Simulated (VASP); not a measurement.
Here is a VASP 6.6.1 calculation.

INCAR

```
PREC = Accurate ; ENCUT = 520
EDIFF = 1E-6 ; ISMEAR = 0
SIGMA = 0.1 ; LREAL = False
LASPH = True ; NELM = 60
ALGO = Normal ; ISIF = 2
LWAVE = False ; LCHARG = True
GGA = PE ; LELF = True
LVHAR = True ; NBANDS = 31
```

KPOINTS

```
Automatic mesh
0
Gamma
  6 6 2
```

POSCAR

```
AlIn2Sb3
1.0
    5.3076941800     -0.0000000034      0.0000000000
   -2.6538470871      4.5965979971      0.0000000000
    0.0000000000      0.0000000000      6.5735019854
Al In Sb
1 2 3
Direct
    0.0000000000      0.0000000000      0.0000000000
    0.6666666667      0.3333333333      0.2504740340
    0.6666666667      0.3333333333      0.7495259660
    0.0000000000      0.0000000000      0.5000000000
    0.3333333333      0.6666666667      0.0000000000
    0.3333333333      0.6666666667      0.5000000000
```

Potentials or basis: VASP PAW PBE potentials, release 64 (Al, In_d, Sb).

The run is started by

```sh
$ cat potpaw_PBE.64/Al/POTCAR potpaw_PBE.64/In_d/POTCAR potpaw_PBE.64/Sb/POTCAR > POTCAR
$ mpirun -np 1 vasp_std > vasp.out
```

**Question.** Predict the pressure.

**Answer.** -0.2 GPa.

**Question.** What does it give for the largest force?

**Answer.** 0.007 eV/Å.

Stress tensor (GPa, compression positive):
```
-0.33  0.00  0.00
 0.00 -0.33  0.00
 0.00  0.00 -0.06
```

Caveat: the k points lie up to 0.48 Å⁻¹ apart, too coarse for converged energies and pressures of a metal.
